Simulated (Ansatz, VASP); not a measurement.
# B2P3: VASP beside Ansatz

```
B P
1.0
     5.07910    0.00000    0.00000
    -2.53955    4.39863    0.00000
     0.00000    0.00000    3.08761
B P
2 3
Direct
  0.00000 0.00000 0.50000
  0.00000 0.00000 0.00000
  0.50000 0.00000 0.50000
  0.00000 0.50000 0.50000
  0.50000 0.50000 0.50000
```

Alike in both runs: functional PBE; k mesh 6 × 6 × 6; occupations gaussian, width 0.1 eV; no spin polarisation.

Ansatz relaxed the structure, and its values are those at the end. VASP's run is a single point on that final structure, the one shown.

|  | VASP | Ansatz |
| --- | --- | --- |
| version | VASP 6.6.1 | Ansatz 0.2.0 |
| potentials or method | VASP PAW PBE potentials, release 64 (B, P), cutoff 520 eV | scalar-relativistic, plane waves, PAW |
| valence electrons in the cell | 21 | 21 |

```csv
,VASP,Ansatz,Ansatz less VASP
gap on the k mesh at the Fermi level (eV),none,none,-
pressure (GPa),-0.1,0.0,+0.12
```

A gap of «none» marks a metal or a gap that the smearing closes.
